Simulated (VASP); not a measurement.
## CaO: single point with PBE

CaO:

```
Ca O
1.0
     0.32103    2.46885    2.45942
     2.72884    0.15963    2.62083
     2.74273    2.64415    0.14573
Ca O
1 1
Cartesian
  0.0000 0.0000 0.0000
  2.8963 2.6363 2.6130
```

```json
{"Program": "VASP 6.6.1", "Task": "single point", "Functional": "PBE", "Potentials or basis": "VASP PAW PBE potentials, release 64 (Ca_sv, O)", "Cutoff": "600 eV", "k mesh": "2 × 2 × 2", "Occupations": "methfessel-paxton, width 0.136057 eV", "Spin": "no spin polarisation", "Dipole correction": "no", "Further INCAR settings": "ALGO = Normal; EDIFF = 1e-06; NBANDS = 15"}
```

```
Pressure               : -7.2 GPa
Band gap on the k mesh : 2.86 eV (least direct gap 2.96 eV)
```

Stress tensor (GPa, compression positive):
```
 -7.47 -10.00  -9.19
-10.00  -7.11  -1.88
 -9.19  -1.88  -7.06
```

Levels at points of the mesh, in eV from the valence-band top:
```csv
k point,band 6,band 7,band 8,band 9,band 10,band 11
"(0.00, 0.00, 0.00)",-0.58,-0.24,0.00,2.96,4.62,4.96
"(0.50, 0.00, 0.00)",-2.69,-1.89,-1.50,5.88,7.05,7.28
"(0.00, 0.50, 0.00)",-2.78,-1.64,-0.97,5.30,6.73,7.05
"(0.50, 0.50, 0.00)",-1.65,-1.04,-0.39,2.86,6.28,7.41
"(0.00, 0.00, 0.50)",-2.79,-1.62,-0.93,5.23,6.75,7.06
"(0.50, 0.00, 0.50)",-1.67,-1.01,-0.42,2.88,6.23,7.40
"(0.00, 0.50, 0.50)",-1.83,-0.69,-0.64,3.03,6.18,7.23
"(0.50, 0.50, 0.50)",-2.91,-1.18,-0.70,5.34,6.12,7.19
```

It took 9.3 s on 1 thread of Intel(R) Xeon(R) Platinum 8375C CPU @ 2.90GHz (Ice Lake), with other jobs on the host, peak memory 0.16 GiB.

Caveat: the k points lie up to 1.19 Å⁻¹ apart. A k mesh can miss the band edges.
